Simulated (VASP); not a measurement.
# LiCl (Cm) in VASP: single point with PBE

Aim: the single point of LiCl with PBE.

All numbers are computed with VASP 6.6.1; they aren't measurements. Logs are shortened: lines on timing, memory, paths and dates and some standing lists are left out, and cuts for length are marked.

## Step 1: The cell of the first run

Symmetry: Cm, No. 8, monoclinic system. Conventional cell: a = 6.278 Å, b = 3.539 Å, c = 3.975 Å, α = 90.00°, β = 125.99°, γ = 90.00°. Within 3.1 Å of Li (site symmetry m) lie 6 Cl at 2.33 to 3.05 Å. Within 3.1 Å of Cl (site symmetry m) lie 6 Li at 2.33 to 3.05 Å.

## Step 2: Single point, PBE (strained and its atoms moved)

Contents of INCAR:

```
  PREC = Accurate
  ENCUT = 520
  EDIFF = 1E-6
  ISMEAR = 0
  SIGMA = 0.02
  LREAL = F
  LASPH = T
  NELM = 80
  ALGO = Normal
  ISIF = 2
  LWAVE = F
  LCHARG = T
  GGA = PE
  LELF = T
  LVHAR = T
  NBANDS = 12
```

Contents of KPOINTS:

```
regular mesh
0
Gamma
  8 8 8
```

Contents of POSCAR:

```
LiCl
1.0
   -0.2070787224      2.7092072832      2.5959474816
    2.6028210384     -0.1006924776      2.4895612368
    2.5021285608      2.5021285608      0.0000000000
Li Cl
1 1
Direct
   -0.0418523126      0.0830684916     -0.0206080895
    0.5418523126      0.4169315084      0.5206080895
```

Potentials or basis: VASP PAW PBE potentials, release 64 (Li_sv, Cl).

On the command line:

```console
> cat potpaw_PBE.64/Li_sv/POTCAR potpaw_PBE.64/Cl/POTCAR > POTCAR
> mpirun -np 1 vasp_std > vasp.out
```

OUTCAR:

```text
PREC = Accurate
   ENCUT = 520
   EDIFF = 1E-6
   ISMEAR = 0
   LREAL = F
   LASPH = T
   NELM = 80
   ISIF = 2
   GGA = PE

 ion  position               nearest neighbor table
   1  0.958  0.083  0.979-   2 2.33   2 2.33   2 2.41
   2  0.542  0.417  0.521-   1 2.33   1 2.33   1 2.41

  LATTYP: Found a base centered monoclinic cell.
 ALAT       =     6.2777090781
 B/A-ratio  =     0.5636680677
 C/A-ratio  =     0.6332281615
 COS(beta)  =    -0.5875906386

  Lattice vectors:

 A1 = (  -2.6028210384,   0.1006924776,  -2.4895612368)
 A2 = (  -0.1006924776,   2.6028210384,  -2.4895612368)
 A3 = (   2.8098997608,  -2.8098997608,  -0.1063862448)

Analysis of symmetry for initial positions (statically):
=====================================================================
 Subroutine PRICEL returns:
 Original cell was already a primitive cell.

 Routine SETGRP: Setting up the symmetry group for a
 base centered monoclinic supercell.

 Subroutine GETGRP returns: Found  2 space group operations
 (whereof  2 operations were pure point group operations)
 out of a pool of  4 trial point group operations.

The static configuration has the point symmetry C_1h.

Analysis of symmetry for dynamics (positions and initial velocities):
=====================================================================
 Subroutine PRICEL returns:
 Original cell was already a primitive cell.

 Routine SETGRP: Setting up the symmetry group for a
 base centered monoclinic supercell.

 Subroutine GETGRP returns: Found  2 space group operations
 (whereof  2 operations were pure point group operations)
 out of a pool of  4 trial point group operations.

The dynamic configuration has the point symmetry C_1h.

 Subroutine INISYM returns: Found  2 space group operations
 (whereof  2 operations are pure point group operations),
 and found     1 'primitive' translations

----------------------------------------------------------------------------------------

                                     Primitive cell

  volume of cell :      35.7265

  direct lattice vectors                    reciprocal lattice vectors
    -0.207078722  2.709207283  2.595947482    -0.174357927  0.174357927  0.189342204
     2.602821038 -0.100692478  2.489561237     0.181808752 -0.181808752  0.204243854
     2.502128561  2.502128561  0.000000000     0.196104447  0.203555272 -0.196793029

  length of vectors
     3.757875600  3.603155767  3.538544145     0.310888796  0.328366254  0.344411381

[... 89 lines left out ...]
   TEBEG  =    0.0;   TEEND  =   0.0 temperature during run
   PSTRESS=    0.0 pullay stress
   NELECT =      10.0000    total number of electrons
   NUPDOWN=      -1.0000    fix difference up-down
   EMIN   =  10.00;   EMAX   =-10.00  energy-range for DOS
   EFERMI =   0.00;   METHOD = LEGACY
   ISMEAR =     0;   SIGMA  =   0.02  broadening in eV -4-tet -1-fermi 0-gaus
   EFERMI_NEDOS =   21; number of points for ismear=-14 and -15
   IALGO  =     38    algorithm
   IMIX   =      4    mixing-type and parameters
     AMIX     =   0.40;   BMIX     =  1.00
     AMIX_MAG =   1.60;   BMIX_MAG =  1.00
  volume/ion in A,a.u.               =      17.86       120.55
  Fermi-wavevector in a.u.,A,eV,Ry     =   1.070889  2.023687 15.603215  1.146804
  Thomas-Fermi vector in A             =   2.206613
   LORBIT       =      0    0 simple, 1 ext, 2 COOP (PROOUT), +10 PAW based schemes
   GGA     = PE    functional components
   LHFCALC =     F    Hartree Fock is set to
   AEXX    =    0.0000 exact exchange contribution
   IVDW    =     0    specifies the selected vdW correction
   LEPSILON=     F    determine dielectric tensor
   LRPA    =     F    only Hartree local field effects (RPA)
 non-spin polarized calculation
 Gauss-broadening in eV      SIGMA  =   0.02
  energy-cutoff  :      520.00
  volume of cell :       35.73
 maximum number of plane-waves:       979
   NGX = 13   NGY = 13   NGZ = 13

 number of electron      10.0000000 magnetization

 number of electron       9.9999997 magnetization

 Free energy of the ion-electron system (eV)
  ---------------------------------------------------
  ext. energy  EPLUGINS =         0.00000000
  ---------------------------------------------------
  free energy    TOTEN  =        -7.29014361 eV

  energy without entropy =       -7.29014361  energy(sigma->0) =       -7.29014361

 E-fermi :   0.4387     XC(G=0):  -8.4229

 val. band max:        0.3041478138   @ k =   0.0000   0.0000   0.0000
 cond. band min:       6.0521308993   @ k =   0.0000   0.0000   0.0000
 fundamental gap:      5.7479830855
 Fermi energy:         0.4386964810

 k-point     1 :       0.0000    0.0000    0.0000
  band No.  band energies     occupation
      1     -43.2991      2.00000
      2     -13.1017      2.00000
      3      -0.3009      2.00000
      4       0.2801      2.00000
      5       0.3041      2.00000
      6       6.0521      0.00000
      7      10.5287      0.00000
      8      11.5835      0.00000
      9      12.4755      0.00000
     10      13.4852      0.00000
     11      14.4107      0.00000
     12      15.7987      0.00000
[... 331 lines left out ...]
 k-point    24 :       0.2500    0.3750    0.0000
  band No.  band energies     occupation
      1     -43.2969      2.00000
      2     -12.6085      2.00000
      3      -1.9173      2.00000
      4      -0.8537      2.00000
      5      -0.3374      2.00000
      6       7.9064      0.00000
      7       9.2574      0.00000
      8      10.1587      0.00000
      9      12.1848      0.00000
     10      13.8283      0.00000
     11      16.7647      0.00000
     12      17.9905      0.00000

 [... further k-points ...]

------------------------ aborting loop because EDIFF is reached ----------------------------------------

  FORCE on cell =-STRESS in cart. coord.  units (eV):
  Direction    XX          YY          ZZ          XY          YZ          ZX
  --------------------------------------------------------------------------------------
  -------------------------------------------------------------------------------------
  Total        0.4133212      0.4133212     -0.0305696      0.4984765     -0.2076626      0.2076626
  in kB       18.5356387     18.5356387     -1.3709113     22.3544790     -9.3127538      9.3127521
  external PRESSURE =      11.9001221 kB  Pullay stress =       0.0000000 kB

 VOLUME and BASIS-vectors are now :
 -----------------------------------------------------------------------------
  energy-cutoff  :      520.00
  volume of cell :       35.73
      direct lattice vectors                 reciprocal lattice vectors
    -0.207078722  2.709207283  2.595947482    -0.174357927  0.174357927  0.189342204
     2.602821038 -0.100692478  2.489561237     0.181808752 -0.181808752  0.204243854
     2.502128561  2.502128561  0.000000000     0.196104447  0.203555272 -0.196793029

 POSITION                                       TOTAL-FORCE (eV/Angst)
 -----------------------------------------------------------------------------------
      2.46836      5.03802      2.69411        -0.147255      0.147255     -0.110279
      2.27562      2.72864      2.44460         0.147255     -0.147255      0.110279
 -----------------------------------------------------------------------------------
    total drift:                               -0.000050      0.000049      0.000674

  FREE ENERGIE OF THE ION-ELECTRON SYSTEM (eV)
  ---------------------------------------------------
  free  energy   TOTEN  =        -7.2901436105 eV

  energy  without entropy=       -7.2901436105  energy(sigma->0) =       -7.29014361
```

It took 24 s on 1 thread of Intel Xeon 6975P-C (Granite Rapids), shared host; peak memory 0.18 GiB.

Results:

```yaml
Free_energy: -7.2901 eV
Largest_force: 0.236 eV/Å
Band_gap_on_the_k_mesh: 5.75 eV
```

Forces in eV/Å, atoms in the order of the input:
```
Li  -0.147  0.147 -0.110
Cl   0.147 -0.147  0.110
```

Caveat: the cell differs from its parent crystal (strained and its atoms moved); the cutoff is under 1.25 times the usual one of these potentials, so pressure, stress and relaxed cells hold a basis-set (Pulay) error. A k mesh can miss the band edges.
